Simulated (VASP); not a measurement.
# Mg (I4/mmm) in VASP: a series of runs, part 2 of 2

VASP 6.6.1.

### 3 Single point, r2SCAN

This run uses another cell than the first one, of 22.57 Å³/atom, 0.997 times its volume.

File POSCAR:

```
Mg
1.0
   -1.8204910598      1.8204910598      1.7028109027
    1.8204910598     -1.8204910598      1.7028109027
    1.8204910598      1.8204910598     -1.7028109027
Mg
1
Direct
    0.0000000000      0.0000000000      0.0000000000
```

File INCAR.step1:

```
SYSTEM = Mg
PREC     = Accurate       ! precision mode
ENCUT    = 520            ! plane-wave cutoff, eV
ISMEAR   = 0              ! smearing method
SIGMA    = 0.15           ! smearing width, eV
LREAL    = .FALSE.        ! projectors in reciprocal space
LASPH    = .TRUE.         ! aspherical terms in the spheres
NELM     = 100            ! most SCF steps
NBANDS   = 7              ! bands
GGA      = PE             ! functional
ALGO     = Normal         ! electronic algorithm
EDIFF    = 1E-4           ! SCF threshold, eV
LWAVE    = .TRUE.         ! write WAVECAR
LCHARG   = .FALSE.        ! write CHGCAR
```

File INCAR.step2:

```
SYSTEM = Mg
PREC     = Accurate       ! precision mode
ENCUT    = 520            ! plane-wave cutoff, eV
EDIFF    = 1E-6           ! SCF threshold, eV
ISMEAR   = 0              ! smearing method
SIGMA    = 0.15           ! smearing width, eV
LREAL    = .FALSE.        ! projectors in reciprocal space
LASPH    = .TRUE.         ! aspherical terms in the spheres
NELM     = 100            ! most SCF steps
ALGO     = Normal         ! electronic algorithm
ISIF     = 2              ! what is computed and relaxed
LWAVE    = .FALSE.        ! write WAVECAR
LCHARG   = .FALSE.        ! write CHGCAR
METAGGA  = R2SCAN         ! meta-GGA
LMIXTAU  = .TRUE.       
NBANDS   = 7              ! bands
ISTART   = 1
```

File KPOINTS:

```
regular mesh
0
G
  24 24 24
  0 0 0
```

Potentials or basis: VASP PAW PBE potentials, release 64 (Mg).

The run is started by

```
cat potpaw_PBE.64/Mg/POTCAR > POTCAR
cp INCAR.step1 INCAR
mpirun -np 1 vasp_std > vasp.out
cp INCAR.step2 INCAR
mpirun -np 1 vasp_std > vasp.out
```

It took 3 min on 1 thread of Intel Xeon Platinum 8488C (Sapphire Rapids), shared host; peak memory 0.29 GiB.

Results (log left out):

```yaml
Free_energy: -4.1221 eV
Pressure: -0.3 GPa
Band_gap_on_the_k_mesh: zero (band 1 reaches 6.39 eV, above the bottom of band 2 at 1.57 eV)
```

Stress tensor (GPa, compression positive):
```
-0.39  0.00  0.00
 0.00 -0.39  0.00
 0.00  0.00 -0.17
```

Levels at points of the mesh, in eV from the Fermi level:
```tsv
k point	band 1	band 2	band 3	band 4	band 5
(0.00, 0.00, 0.00)	-7.51	13.06	14.54	14.54	15.35
(0.50, 0.00, 0.00)	-1.61	-0.71	8.80	9.82	10.56
(0.50, 0.50, 0.00)	-1.95	-1.21	10.10	11.05	11.96
(0.50, 0.50, 0.50)	3.60	3.60	3.77	4.36	5.33
```

Caveat: the PAW data sets were made with another functional, which shifts forces and pressure a little.

### 4 Single point, r2SCAN

This run uses another cell than the first one, of 22.57 Å³/atom, 0.997 times its volume.

POSCAR is that of step 3.

File INCAR.step1:

```
SYSTEM = Mg
ALGO = Normal
EDIFF = 1E-4
ENCUT = 520
GGA = PE
ISMEAR = 0
LASPH = .True.
LCHARG = .False.
LREAL = .False.
LWAVE = .True.
NBANDS = 7
NELM = 100
PREC = Accurate
SIGMA = 0.15
```

File INCAR.step2:

```
SYSTEM = Mg
ALGO = Normal
EDIFF = 1E-6
ENCUT = 520
ISIF = 2
ISMEAR = 0
ISTART = 1
LASPH = .True.
LCHARG = .True.
LELF = .True.
LMIXTAU = .True.
LREAL = .False.
LVHAR = .True.
LWAVE = .False.
METAGGA = R2SCAN
NBANDS = 7
NELM = 100
PREC = Accurate
SIGMA = 0.15
```

File KPOINTS:

```
k-points
0
Gamma
  26 26 26
  0 0 0
```

Potentials or basis: VASP PAW PBE potentials, release 64 (Mg).

The run is started by

```
cat potpaw_PBE.64/Mg/POTCAR > POTCAR
cp INCAR.step1 INCAR
mpirun -np 1 vasp_std > vasp.out
cp INCAR.step2 INCAR
mpirun -np 1 vasp_std > vasp.out
```

OUTCAR:

```text
SYSTEM = Mg
   EDIFF = 1E-6
   ENCUT = 520
   ISIF = 2
   ISMEAR = 0
   ISTART = 1
   LASPH = .True.
   LREAL = .False.
   METAGGA = R2SCAN
   NELM = 100
   PREC = Accurate

 ion  position               nearest neighbor table
   1  0.000  0.000  0.000-

  LATTYP: Found a body centered tetragonal cell.
 ALAT       =     3.6409821196
 C/A-ratio  =     0.9353580143

  Lattice vectors:

 A1 = (  -1.8204910598,   1.8204910598,   1.7028109027)
 A2 = (   1.8204910598,  -1.8204910598,   1.7028109027)
 A3 = (   1.8204910598,   1.8204910598,  -1.7028109027)

Analysis of symmetry for initial positions (statically):
=====================================================================
 Subroutine PRICEL returns:
 Original cell was already a primitive cell.

 Routine SETGRP: Setting up the symmetry group for a
 body centered tetragonal supercell.

 Subroutine GETGRP returns: Found 16 space group operations
 (whereof 16 operations were pure point group operations)
 out of a pool of 16 trial point group operations.

The static configuration has the point symmetry D_4h.
[... 158 lines left out ...]

 E-fermi :   2.7840     XC(G=0):  -9.0938

 val. band max:        2.7779019722   @ k =  -0.1538  -0.4615   0.0385
 cond. band min:       2.7916286753   @ k =  -0.3846  -0.4615   0.0385
 fundamental gap:      0.0137267031
 Fermi energy:         2.7839964078

 k-point     1 :       0.0000    0.0000    0.0000
  band No.  band energies     occupation
      1      -4.7237      2.00000
      2      15.8378      0.00000
      3      17.3238      0.00000
      4      17.3238      0.00000
      5      18.1364      0.00000
      6      18.6164      0.00000
      7      18.6164      0.00000
[... 221 lines left out ...]
 k-point    24 :       0.3846    0.0385    0.0000
  band No.  band energies     occupation
      1      -0.5338      2.00000
      2       4.2299      0.00000
      3      11.4010      0.00000
      4      12.6439      0.00000
      5      13.8840      0.00000
      6      15.6723      0.00000
      7      21.7558      0.00000

 [... further k-points ...]

------------------------ aborting loop because EDIFF is reached ----------------------------------------

  FORCE on cell =-STRESS in cart. coord.  units (eV):
  Direction    XX          YY          ZZ          XY          YZ          ZX
  --------------------------------------------------------------------------------------
  -------------------------------------------------------------------------------------
  Total       -0.0638261     -0.0638261     -0.0003580      0.0000000     -0.0000000      0.0000000
  in kB       -4.5300746     -4.5300746     -0.0254121      0.0000000     -0.0000000      0.0000000
  external PRESSURE =      -3.0285204 kB  Pullay stress =       0.0000000 kB

 VOLUME and BASIS-vectors are now :
 -----------------------------------------------------------------------------
  energy-cutoff  :      520.00
  volume of cell :       22.57
      direct lattice vectors                 reciprocal lattice vectors
    -1.820491060  1.820491060  1.702810903     0.000000000  0.274651170  0.293632134
     1.820491060 -1.820491060  1.702810903     0.274651170  0.000000000  0.293632134
     1.820491060  1.820491060 -1.702810903     0.274651170  0.274651170  0.000000000

 POSITION                                       TOTAL-FORCE (eV/Angst)
 -----------------------------------------------------------------------------------
      0.00000      0.00000      0.00000        -0.000000     -0.000000      0.000000
 -----------------------------------------------------------------------------------
    total drift:                               -0.000000      0.000000      0.000000

  FREE ENERGIE OF THE ION-ELECTRON SYSTEM (eV)
  ---------------------------------------------------
  free  energy   TOTEN  =        -4.1222695071 eV

  energy  without entropy=       -4.1178732419  energy(sigma->0) =       -4.12007137
```

Run time: 10 min. Hardware: 1 thread of AMD EPYC 7R43 (Zen 3), shared host; peak memory 0.3 GiB.

What came out:

| Item | Value |
| --- | --- |
| Free energy | -4.1223 eV |
| Pressure | -0.3 GPa |
| Band gap on the k mesh | zero (band 1 reaches 6.39 eV, above the bottom of band 2 at 1.57 eV) |

Levels at points of the mesh, in eV from the Fermi level:
| k point | band 1 | band 2 | band 3 | band 4 | band 5 |
| --- | --- | --- | --- | --- | --- |
| (0.00, 0.00, 0.00) | -7.51 | 13.05 | 14.54 | 14.54 | 15.35 |
| (0.50, 0.00, 0.00) | -1.61 | -0.71 | 8.80 | 9.82 | 10.56 |
| (0.50, 0.50, 0.00) | -1.95 | -1.21 | 10.09 | 11.05 | 11.96 |
| (0.50, 0.50, 0.50) | 3.60 | 3.60 | 3.77 | 4.36 | 5.33 |

Caveat: the PAW data sets were made with another functional, which shifts forces and pressure a little.

### 5 Single point, r2SCAN

This run uses another cell than the first one, of 22.57 Å³/atom, 0.997 times its volume.

POSCAR is that of step 4.

File INCAR.step1:

```
  PREC = Accurate
  ENCUT = 520
  ISMEAR = 0
  SIGMA = 0.1
  LREAL = F
  LASPH = T
  NELM = 100
  NBANDS = 7
  GGA = PE
  ALGO = Normal
  EDIFF = 1E-4
  LWAVE = T
  LCHARG = F
```

File INCAR.step2:

```
  PREC = Accurate
  ENCUT = 520
  EDIFF = 1E-6
  ISMEAR = 0
  SIGMA = 0.1
  LREAL = F
  LASPH = T
  NELM = 100
  ALGO = Normal
  ISIF = 2
  LWAVE = F
  LCHARG = F
  METAGGA = R2SCAN
  LMIXTAU = T
  NBANDS = 7
  ISTART = 1
```

File KPOINTS:

```
regular mesh
0
Gamma
  16 16 16
```

The run is started by

```
cat potpaw_PBE.64/Mg/POTCAR > POTCAR
cp INCAR.step1 INCAR
mpirun -np 1 vasp_std > vasp.out
cp INCAR.step2 INCAR
mpirun -np 1 vasp_std > vasp.out
```

It took 3.6 min on 1 thread of AMD EPYC 7R43 (Zen 3), shared host; peak memory 0.15 GiB.

It converged, with:

- Free energy: -4.1207 eV
- Pressure: -0.3 GPa
- Band gap on the k mesh: zero (band 1 reaches 6.39 eV, above the bottom of band 2 at 1.57 eV)

Levels at points of the mesh, in eV from the Fermi level:
```csv
k point,band 1,band 2,band 3,band 4
"(0.00, 0.00, 0.00)",-7.52,13.04,14.52,14.52
"(0.50, 0.00, 0.00)",-1.63,-0.73,8.78,9.80
"(0.50, 0.50, 0.00)",-1.97,-1.23,10.08,11.03
"(0.50, 0.50, 0.50)",3.59,3.59,3.76,4.34
```

Caveat: the PAW data sets were made with another functional, which shifts forces and pressure a little.

### 6 Overview

```tsv
task	cell	k mesh	cutoff (eV)	smearing	gap on the mesh (eV)	pressure (GPa)
relaxation of cell and atoms	relaxed from a = 3.092 Å, angles 107.2, 107.2, 114.2°, 1 atom	16 × 16 × 16	600	gaussian 0.1 eV	none	0.0
single point	a = 3.087 Å, angles 107.7, 107.7, 113.0°, 1 atom	24 × 24 × 24	520	gaussian 0.15 eV	none	-0.3
single point	a = 3.087 Å, angles 107.7, 107.7, 113.0°, 1 atom	26 × 26 × 26	520	gaussian 0.15 eV	none	-0.3
single point	a = 3.087 Å, angles 107.7, 107.7, 113.0°, 1 atom	16 × 16 × 16	520	gaussian 0.1 eV	none	-0.3
```

Alike in all rows: level r2SCAN; potentials or basis VASP PAW PBE potentials, release 64 (Mg); no spin polarisation.

Caveats: the PAW data sets were made with another functional, which shifts forces and pressure a little.

Absolute energies hang on the potentials; compare differences alone.
